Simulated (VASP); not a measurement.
# Zr (I4/mmm) in VASP: further runs

Runs on Zr. Level: PBE. Tasks: single point.

Everything below comes from runs of VASP 6.6.1. Logs are shortened: lines on timing, memory, paths and dates and some standing lists are left out, and cuts for length are marked.

### Step 1. The cell of the first run

It takes space group I4/mmm (No. 139, tetragonal). Conventional cell: a = 3.723 Å, b = 3.723 Å, c = 3.207 Å, α = 90.00°, β = 90.00°, γ = 90.00°. Zr (site symmetry 4/mmm) has 14 Zr at 3.08 to 3.72 Å within 4.1 Å.

### Step 2. Single point, PBE (volume 22.228 Å^3 an atom, c/a of the conventional cell 0.8612)

INCAR reads:

```
PREC = Accurate
ENCUT = 500
EDIFF = 1E-6
ISMEAR = 0
SIGMA = 0.15
LREAL = F
LASPH = T
NELM = 120
ALGO = Normal
ISIF = 2
LWAVE = F
LCHARG = T
GGA = PE
LELF = T
LVHAR = T
NBANDS = 12
GGA_COMPAT = F
```

KPOINTS reads:

```
Automatic mesh
0
Gamma
  20 20 20
```

POSCAR reads:

```
Zr
1.0
   -1.8617104016      1.8617104016      1.6033049979
    1.8617104016     -1.8617104016      1.6033049979
    1.8617104016      1.8617104016     -1.6033049979
Zr
1
Direct
    0.0000000000      0.0000000000      0.0000000000
```

Potentials or basis: VASP PAW PBE potentials, release 64 (Zr_sv).

Launch:

```console
$ cat potpaw_PBE.64/Zr_sv/POTCAR > POTCAR
$ mpirun -np 1 vasp_std > vasp.out
```

OUTCAR:

```text
PREC = Accurate
   ENCUT = 500
   EDIFF = 1E-6
   ISMEAR = 0
   LREAL = F
   LASPH = T
   NELM = 120
   ISIF = 2
   GGA = PE

 ion  position               nearest neighbor table
   1  0.000  0.000  0.000-

  LATTYP: Found a body centered tetragonal cell.
 ALAT       =     3.7234208032
 C/A-ratio  =     0.8612000000

  Lattice vectors:

 A1 = (  -1.8617104016,   1.8617104016,   1.6033049979)
 A2 = (   1.8617104016,  -1.8617104016,   1.6033049979)
 A3 = (   1.8617104016,   1.8617104016,  -1.6033049979)

Analysis of symmetry for initial positions (statically):
=====================================================================
 Subroutine PRICEL returns:
 Original cell was already a primitive cell.

 Routine SETGRP: Setting up the symmetry group for a
 body centered tetragonal supercell.

 Subroutine GETGRP returns: Found 16 space group operations
 (whereof 16 operations were pure point group operations)
 out of a pool of 16 trial point group operations.

The static configuration has the point symmetry D_4h.

Analysis of symmetry for dynamics (positions and initial velocities):
=====================================================================
 Subroutine PRICEL returns:
 Original cell was already a primitive cell.

 Routine SETGRP: Setting up the symmetry group for a
 body centered tetragonal supercell.

 Subroutine GETGRP returns: Found 16 space group operations
 (whereof 16 operations were pure point group operations)
 out of a pool of 16 trial point group operations.

The dynamic configuration has the point symmetry D_4h.

 Subroutine INISYM returns: Found 16 space group operations
 (whereof 16 operations are pure point group operations),
 and found     1 'primitive' translations

----------------------------------------------------------------------------------------

                                     Primitive cell

  volume of cell :      22.2280

  direct lattice vectors                    reciprocal lattice vectors
    -1.861710402  1.861710402  1.603304998     0.000000000  0.268570235  0.311855823
     1.861710402 -1.861710402  1.603304998     0.268570235  0.000000000  0.311855823
     1.861710402  1.861710402 -1.603304998     0.268570235  0.268570235  0.000000000

  length of vectors
     3.082615473  3.082615473  3.082615473     0.411562906  0.411562906  0.379815669

  position of ions in fractional coordinates (direct lattice)
     0.000000000  0.000000000  0.000000000

  ion indices of the primitive-cell ions
   primitive index   ion index
                 1           1

----------------------------------------------------------------------------------------

 KPOINTS: Automatic mesh

Automatic generation of k-mesh.
 Grid dimensions read from file:
 generate k-points for:   20   20   20

 Generating k-lattice:

  Cartesian coordinates                     Fractional coordinates (reciprocal lattice)
     0.000000000  0.013428512  0.015592791     0.050000000  0.000000000 -0.000000000
     0.013428512  0.000000000  0.015592791     0.000000000  0.050000000 -0.000000000
     0.013428512  0.013428512  0.000000000     0.000000000  0.000000000  0.050000000

  Length of vectors
     0.020578145  0.020578145  0.018990783

  Shift w.r.t. Gamma in fractional coordinates (k-lattice)
     0.000000000  0.000000000  0.000000000

 Subroutine IBZKPT returns following result:
 ===========================================

 Found    641 irreducible k-points:

 Following reciprocal coordinates:
            Coordinates               Weight
  0.000000  0.000000  0.000000      1.000000
  0.050000 -0.000000  0.000000      8.000000
  0.100000  0.000000  0.000000      8.000000
  0.150000  0.000000 -0.000000      8.000000
  0.200000  0.000000  0.000000      8.000000
  0.250000  0.000000  0.000000      8.000000
[... 16 lines left out ...]
 -0.400000  0.050000  0.000000     16.000000
 -0.350000  0.050000  0.000000     16.000000
 [... further k-points ...]
   k-points           NKPTS =    641   k-points in BZ     NKDIM =    641   number of bands    NBANDS=     12
   number of dos      NEDOS =    301   number of ions     NIONS =      1
   total plane-waves  NPLWV =  13824
   dimension x,y,z NGX =    24 NGY =   24 NGZ =   24
   dimension x,y,z NGXF=    48 NGYF=   48 NGZF=   48
   ions per type =               1
   NGX,Y,Z   is equivalent  to a cutoff of  12.94, 12.94, 12.94 a.u.
   NGXF,Y,Z  is equivalent  to a cutoff of  25.89, 25.89, 25.89 a.u.
 SYSTEM =  unknown system
   PREC   = accura    normal or accurate (medium, high low for compatibility)
   ISTART =      0    job   : 0-new  1-cont  2-samecut
   ICHARG =      2    charge: 1-file 2-atom 10-const
   ISPIN  =      1    spin polarized calculation?
   LNONCOLLINEAR =      F non collinear calculations
   LSORBIT =      F    spin-orbit coupling
   LASPH  =      T    aspherical Exc in radial PAW
   ENCUT  =  500.0 eV  36.75 Ry    6.06 a.u.   5.62  5.62  5.62*2*pi/ulx,y,z
   NELM   =    120;   NELMIN=  2; NELMDL= -5     # of ELM steps
   EDIFF  = 0.1E-05   stopping-criterion for ELM
   LREAL  =      F    real-space projection
   EDIFFG = 0.1E-04   stopping-criterion for IOM
   NSW    =      0    number of steps for IOM
   IBRION =     -1    ionic relax: 0-MD 1-quasi-New 2-CG
   NFREE  =      0    steps in history (QN), initial steepest desc. (CG)
   ISIF   =      2    stress and relaxation
   ISYM   =      2    0-nonsym 1-usesym 2-fastsym
   POTIM  = 0.5000    time-step for ionic-motion
   TEBEG  =    0.0;   TEEND  =   0.0 temperature during run
   PSTRESS=    0.0 pullay stress
   NELECT =      12.0000    total number of electrons
   NUPDOWN=      -1.0000    fix difference up-down
   EMIN   =  10.00;   EMAX   =-10.00  energy-range for DOS
   EFERMI =   0.00;   METHOD = LEGACY
   ISMEAR =     0;   SIGMA  =   0.15  broadening in eV -4-tet -1-fermi 0-gaus
   EFERMI_NEDOS =   21; number of points for ismear=-14 and -15
   IALGO  =     38    algorithm
   IMIX   =      4    mixing-type and parameters
     AMIX     =   0.40;   BMIX     =  1.00
     AMIX_MAG =   1.60;   BMIX_MAG =  1.00
  volume/ion in A,a.u.               =      22.23       150.00
  Fermi-wavevector in a.u.,A,eV,Ry     =   1.333015  2.519034 24.176596  1.776930
  Thomas-Fermi vector in A             =   2.461906
   LORBIT       =      0    0 simple, 1 ext, 2 COOP (PROOUT), +10 PAW based schemes
   GGA     = PE    functional components
   LHFCALC =     F    Hartree Fock is set to
   AEXX    =    0.0000 exact exchange contribution
   IVDW    =     0    specifies the selected vdW correction
   LEPSILON=     F    determine dielectric tensor
   LRPA    =     F    only Hartree local field effects (RPA)
 non-spin polarized calculation
 Gauss-broadening in eV      SIGMA  =   0.15
  energy-cutoff  :      500.00
  volume of cell :       22.23
 maximum number of plane-waves:       582
   NGX = 11   NGY = 11   NGZ = 11

 number of electron      12.0000000 magnetization

 Free energy of the ion-electron system (eV)
  ---------------------------------------------------
  ext. energy  EPLUGINS =         0.00000000
  ---------------------------------------------------
  free energy    TOTEN  =        -8.45960878 eV

  energy without entropy =       -8.44094664  energy(sigma->0) =       -8.45027771

 E-fermi :   9.2774     XC(G=0): -11.2865

 val. band max:        9.2760975556   @ k =  -0.1500   0.4000   0.1500
 cond. band min:       9.2785933748   @ k =   0.4500   0.2000   0.1000
 fundamental gap:      0.0024958192
 Fermi energy:         9.2773853393

 k-point     1 :       0.0000    0.0000    0.0000
  band No.  band energies     occupation
      1     -39.1927      2.00000
      2     -16.6460      2.00000
      3     -16.6460      2.00000
      4     -16.5951      2.00000
      5       3.7978      2.00000
      6       9.4227      0.17053
      7      11.1003      0.00000
      8      11.1003      0.00000
      9      11.6795      0.00000
     10      13.8917      0.00000
     11      21.1576      0.00000
     12      21.1576      0.00000

 k-point     2 :       0.0500   -0.0000    0.0000
  band No.  band energies     occupation
      1     -39.1879      2.00000
      2     -16.6625      2.00000
      3     -16.6551      2.00000
      4     -16.6117      2.00000
      5       3.8943      2.00000
      6       9.4505      0.10271
      7      11.0457      0.00000
      8      11.0748      0.00000
      9      11.7021      0.00000
     10      13.7973      0.00000
     11      21.3499      0.00000
     12      21.3623      0.00000

 k-point     3 :       0.1000    0.0000    0.0000
  band No.  band energies     occupation
      1     -39.1738      2.00000
      2     -16.7376      2.00000
      3     -16.6814      2.00000
      4     -16.6319      2.00000
      5       4.1752      2.00000
      6       9.4892      0.04587
      7      10.8455      0.00000
      8      11.0615      0.00000
      9      11.8161      0.00000
     10      13.5754      0.00000
     11      21.8875      0.00000
     12      21.9045      0.00000

 k-point     4 :       0.1500    0.0000   -0.0000
  band No.  band energies     occupation
      1     -39.1518      2.00000
      2     -16.8684      2.00000
      3     -16.7221      2.00000
      4     -16.6471      2.00000
      5       4.6124      2.00000
      6       9.4280      0.15556
      7      10.5067      0.00000
      8      11.2148      0.00000
      9      12.0558      0.00000
     10      13.3371      0.00000
     11      22.4454      0.00000
     12      22.7661      0.00000

 k-point     5 :       0.2000    0.0000    0.0000
  band No.  band energies     occupation
      1     -39.1239      2.00000
      2     -17.0325      2.00000
      3     -16.7728      2.00000
      4     -16.6632      2.00000
      5       5.1526      2.00000
      6       9.2203      1.40984
      7      10.1293      0.00000
      8      11.6251      0.00000
      9      12.4052      0.00000
     10      13.1493      0.00000
     11      22.4052      0.00000
     12      23.8699      0.00000

 k-point     6 :       0.2500    0.0000    0.0000
  band No.  band energies     occupation
      1     -39.0928      2.00000
      2     -17.2107      2.00000
      3     -16.8285      2.00000
      4     -16.6802      2.00000
      5       5.7043      2.00000
      6       8.9330      1.99883
      7       9.8545      0.00000
      8      12.2536      0.00000
      9      12.8387      0.00000
     10      13.0291      0.00000
     11      21.7632      0.00000
     12      24.4352      0.00000

 k-point     7 :       0.3000    0.0000   -0.0000
  band No.  band energies     occupation
      1     -39.0615      2.00000
      2     -17.3847      2.00000
      3     -16.8834      2.00000
      4     -16.6969      2.00000
      5       6.1337      2.00000
      6       8.6388      2.00000
      7       9.8359      0.00000
      8      12.9578      0.00000
      9      13.0334      0.00000
     10      13.3382      0.00000
     11      20.9852      0.00000
     12      24.0345      0.00000

 k-point     8 :       0.3500    0.0000   -0.0000
  band No.  band energies     occupation
      1     -39.0331      2.00000
      2     -17.5382      2.00000
      3     -16.9325      2.00000
      4     -16.7118      2.00000
      5       6.3404      2.00000
      6       8.3810      2.00000
      7      10.1535      0.00000
      8      12.9278      0.00000
      9      13.8541      0.00000
     10      13.8985      0.00000
     11      20.2699      0.00000
     12      22.9955      0.00000
[... 166 lines left out ...]
 k-point    20 :       0.4500    0.0500    0.0000
  band No.  band energies     occupation
      1     -38.9908      2.00000
      2     -17.7477      2.00000
      3     -17.0078      2.00000
      4     -16.7441      2.00000
      5       6.3779      2.00000
      6       8.0492      2.00000
      7      11.2258      0.00000
      8      12.8543      0.00000
      9      14.8837      0.00000
     10      15.7293      0.00000
     11      19.4870      0.00000
     12      20.4219      0.00000

 k-point    21 :       0.5000    0.0500    0.0000
  band No.  band energies     occupation
      1     -38.9918      2.00000
      2     -17.7418      2.00000
      3     -17.0093      2.00000
      4     -16.7416      2.00000
      5       6.3781      2.00000
      6       8.0587      2.00000
      7      11.2413      0.00000
      8      12.8511      0.00000
      9      14.7273      0.00000
     10      15.7705      0.00000
     11      19.4505      0.00000
     12      20.5991      0.00000

 k-point    22 :      -0.4500    0.0500    0.0000
  band No.  band energies     occupation
      1     -39.0026      2.00000
      2     -17.6863      2.00000
      3     -16.9933      2.00000
      4     -16.7339      2.00000
      5       6.4112      2.00000
      6       8.1495      2.00000
      7      10.8516      0.00000
      8      12.9098      0.00000
      9      14.3276      0.00000
     10      15.3014      0.00000
     11      19.5893      0.00000
     12      21.4558      0.00000

 k-point    23 :      -0.4000    0.0500    0.0000
  band No.  band energies     occupation
      1     -39.0220      2.00000
      2     -17.5858      2.00000
      3     -16.9613      2.00000
      4     -16.7216      2.00000
      5       6.4242      2.00000
      6       8.3151      2.00000
      7      10.2897      0.00000
      8      12.9976      0.00000
      9      13.7941      0.00000
     10      14.5517      0.00000
     11      19.9794      0.00000
     12      22.6236      0.00000

 k-point    24 :      -0.3500    0.0500    0.0000
  band No.  band energies     occupation
      1     -39.0482      2.00000
      2     -17.4486      2.00000
      3     -16.9159      2.00000
      4     -16.7059      2.00000
      5       6.3080      2.00000
      6       8.5428      2.00000
      7       9.8511      0.00000
      8      13.0815      0.00000
      9      13.2021      0.00000
     10      13.7452      0.00000
     11      20.5825      0.00000
     12      23.7448      0.00000

 [... further k-points ...]
[... 5 lines left out ...]
  --------------------------------------------------------------------------------------
  -------------------------------------------------------------------------------------
  Total        0.4678793      0.4678793      0.2744951      0.0000000     -0.0000000      0.0000000
  in kB       33.7243854     33.7243854     19.7853957      0.0000000     -0.0000000      0.0000000
  external PRESSURE =      29.0780555 kB  Pullay stress =       0.0000000 kB

 VOLUME and BASIS-vectors are now :
 -----------------------------------------------------------------------------
  energy-cutoff  :      500.00
  volume of cell :       22.23
      direct lattice vectors                 reciprocal lattice vectors
    -1.861710402  1.861710402  1.603304998     0.000000000  0.268570235  0.311855823
     1.861710402 -1.861710402  1.603304998     0.268570235  0.000000000  0.311855823
     1.861710402  1.861710402 -1.603304998     0.268570235  0.268570235  0.000000000

 POSITION                                       TOTAL-FORCE (eV/Angst)
 -----------------------------------------------------------------------------------
      0.00000      0.00000      0.00000         0.000000      0.000000     -0.000000
 -----------------------------------------------------------------------------------
    total drift:                                0.000000      0.000000      0.000000

  FREE ENERGIE OF THE ION-ELECTRON SYSTEM (eV)
  ---------------------------------------------------
  free  energy   TOTEN  =        -8.4596087792 eV

  energy  without entropy=       -8.4409466351  energy(sigma->0) =       -8.45027771
```

Wall time 61 s (1 thread of Intel Xeon Platinum 8488C (Sapphire Rapids), shared host); peak memory 0.26 GiB.

Results:

| Item | Value |
| --- | --- |
| Free energy | -8.4596 eV |
| Pressure | 2.9 GPa |
| Band gap on the k mesh | zero (band 6 reaches 10.13 eV, above the bottom of band 7 at 8.72 eV) |

### Step 3. Single point, PBE (volume 22.228 Å^3 an atom, c/a of the conventional cell 1.1612)

INCAR, as its differences from that of step 2:

```diff
@@ -11,6 +11,4 @@
 LWAVE = F
-LCHARG = T
+LCHARG = F
 GGA = PE
-LELF = T
-LVHAR = T
 NBANDS = 12
```

KPOINTS is that of step 2.

POSCAR reads:

```
Zr
1.0
   -1.6851728616      1.6851728616      1.9568227269
    1.6851728616     -1.6851728616      1.9568227269
    1.6851728616      1.6851728616     -1.9568227269
Zr
1
Direct
    0.0000000000      0.0000000000      0.0000000000
```

Potentials or basis: VASP PAW PBE potentials, release 64 (Zr_sv).

Launch:

```console
$ cat potpaw_PBE.64/Zr_sv/POTCAR > POTCAR
$ mpirun -np 1 vasp_std > vasp.out
```

It took 57 s on 1 thread of Intel Xeon Platinum 8488C (Sapphire Rapids), shared host; peak memory 0.27 GiB.

Results (log left out):

| Quantity | Value |
| --- | --- |
| Free energy | -8.4467 eV |
| Pressure | 3.2 GPa |
| Band gap on the k mesh | zero (band 6 reaches 10.25 eV, above the bottom of band 7 at 8.58 eV) |

Stress tensor (GPa, compression positive):
```
2.86 0.00 0.00
0.00 2.86 0.00
0.00 0.00 3.90
```

Levels at points of the mesh, in eV from the Fermi level:
```
           k point  band 2  band 3  band 4  band 5  band 6  band 7  band 8  band 9  band 10  band 11
(0.00, 0.00, 0.00)  -25.94  -25.94  -25.93   -5.51    0.78    0.78    2.15    2.57     4.33    11.26
(0.50, 0.00, 0.00)  -27.06  -26.22  -25.95   -2.96   -0.18    1.49    2.41    4.78     6.26    10.30
(0.50, 0.50, 0.00)  -27.01  -26.35  -26.06   -3.02   -1.71    2.39    4.90    5.08     6.68     9.97
(0.50, 0.50, 0.50)  -26.88  -26.56  -26.56   -2.97   -2.57    5.61    5.68    6.02     6.02     8.76
```

### Step 4. Single point, PBE (volume 22.228 Å^3 an atom, c/a of the conventional cell 1.5658)

INCAR reads:

```
SYSTEM = Zr
PREC = Accurate
ENCUT = 500
EDIFF = 1E-6
ISMEAR = 0
SIGMA = 0.15
LREAL = .FALSE.
LASPH = .TRUE.
NELM = 120
ALGO = Normal
ISIF = 2
LWAVE = .FALSE.
LCHARG = .TRUE.
GGA = PE
LELF = .TRUE.
LVHAR = .TRUE.
NBANDS = 12
GGA_COMPAT = .FALSE.
```

KPOINTS reads:

```
regular mesh
0
G
  20 20 20
  0 0 0
```

POSCAR reads:

```
Zr
1.0
   -1.5253448357      1.5253448357      2.3883849437
    1.5253448357     -1.5253448357      2.3883849437
    1.5253448357      1.5253448357     -2.3883849437
Zr
1
Direct
    0.0000000000      0.0000000000      0.0000000000
```

Launch:

```console
$ cat potpaw_PBE.64/Zr_sv/POTCAR > POTCAR
$ mpirun -np 1 vasp_std > vasp.out
```

It took 52 s on 1 thread of Intel Xeon Platinum 8488C (Sapphire Rapids), shared host; peak memory 0.27 GiB.

The run converged. Its results:

```
Free energy            : -8.4619 eV
Pressure               : 4.0 GPa
Band gap on the k mesh : zero (band 6 reaches 10.07 eV, above the bottom of band 7 at 8.64 eV)
```

Stress tensor (GPa, compression positive):
```
5.02 0.00 0.00
0.00 5.02 0.00
0.00 0.00 1.99
```

Levels at points of the mesh, in eV from the Fermi level:
| k point | band 2 | band 3 | band 4 | band 5 | band 6 | band 7 | band 8 | band 9 | band 10 | band 11 |
| --- | --- | --- | --- | --- | --- | --- | --- | --- | --- | --- |
| (0.00, 0.00, 0.00) | -26.05 | -26.01 | -26.01 | -5.58 | 0.33 | 1.48 | 1.48 | 2.68 | 4.35 | 10.77 |
| (0.50, 0.00, 0.00) | -27.15 | -26.25 | -26.08 | -3.01 | 0.29 | 1.35 | 1.46 | 5.20 | 5.74 | 10.25 |
| (0.50, 0.50, 0.00) | -27.08 | -26.60 | -26.36 | -3.12 | -2.30 | 3.86 | 5.28 | 5.36 | 6.64 | 9.22 |
| (0.50, 0.50, 0.50) | -27.04 | -26.29 | -26.29 | -3.11 | -2.16 | 2.29 | 5.63 | 5.98 | 5.98 | 11.04 |

### Step 5. Overview

| cell | gap on the mesh (eV) | pressure (GPa) |
| --- | --- | --- |
| a = 3.083 Å, angles 105.7, 105.7, 117.3°, 1 atom | none | 2.9 |
| a = 3.084 Å, angles 113.7, 113.7, 101.2°, 1 atom | none | 3.2 |
| a = 3.218 Å, angles 123.4, 123.4, 84.2°, 1 atom | none | 4.0 |

Alike in all rows: task single point; level PBE; potentials or basis VASP PAW PBE potentials, release 64 (Zr_sv); no spin polarisation; k mesh 20 × 20 × 20; cutoff (eV) 500; smearing gaussian 0.15 eV.

Total energies depend on the potentials used, so only differences within one code and one set of settings carry meaning.
